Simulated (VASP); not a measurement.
A run of VASP 6.6.1 is set up as follows.

File INCAR:

```
ALGO = Normal
EDIFF = 1E-6
ENCUT = 520
GGA = PS
ISIF = 2
ISMEAR = -1
LASPH = True
LCHARG = True
LELF = True
LREAL = False
LVHAR = True
LWAVE = False
NBANDS = 26
NELM = 80
PREC = Accurate
SIGMA = 0.1
```

Contents of KPOINTS:

```
k-points
0
Gamma
  9 9 15
```

Contents of POSCAR:

```
V
1.0
    4.5160854531      0.0000000000      0.0000000000
   -2.2580427265      3.9110447280      0.0000000000
    0.0000000000      0.0000000000      2.4132039888
V
3
Direct
    0.0000000000      0.0000000000      0.0000000000
    0.3333333333      0.6666666667      0.5000000000
    0.6666666667      0.3333333333      0.5000000000
```

Potentials or basis: VASP PAW PBE potentials, release 64 (V_sv).

Launch:

```console
$ cat potpaw_PBE.64/V_sv/POTCAR > POTCAR
$ mpirun -np 1 vasp_std > vasp.out
```

(1) Estimate the pressure.

(2) What does it give for the band gap on the k mesh?

Answers

(1) -12.5 GPa.

(2) zero (an odd number of electrons rules out a gap without spin polarisation).

Caveat: the cell stands under tension; the PAW data sets were made with another functional, which shifts forces and pressure a little.
